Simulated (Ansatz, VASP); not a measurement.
# AlN: VASP beside Ansatz

```
CELL_PARAMETERS angstrom
3.12859 0.00000 0.00000
-1.56429 2.70944 0.00000
0.00000 0.00000 5.01696
ATOMIC_POSITIONS crystal
Al 0.66667 0.33333 0.49929
Al 0.33333 0.66667 0.99929
N 0.66667 0.33333 0.88071
N 0.33333 0.66667 0.38071
```

Alike in both runs: task single point; functional LDA; k mesh 6 × 6 × 4; occupations gaussian, width 0.1 eV; no spin polarisation.

```csv
,VASP,Ansatz
version,VASP 6.6.1,Ansatz 0.2.0
potentials or method,"VASP PAW LDA potentials, release 64 (Al, N), cutoff 520 eV","scalar-relativistic, plane waves, PAW"
valence electrons in the cell,16,16
```

|  | VASP | Ansatz | Ansatz less VASP |
| --- | --- | --- | --- |
| gap on the k mesh at the Fermi level (eV) | 4.08 | 4.07 | -0.008 |
| least direct gap on the mesh (eV) | 4.08 | 4.07 | -0.008 |
| pressure (GPa) | -7.4 | -7.9 | -0.54 |
| traceless stress, the component that is largest in VASP (GPa) | 0.05 | 0.07 | +0.016 |

Ansatz warns that its potentials were made for another functional, while VASP's fit it. LDA's correlation is that of Perdew and Zunger in VASP and of Perdew and Wang (1992) in Ansatz.
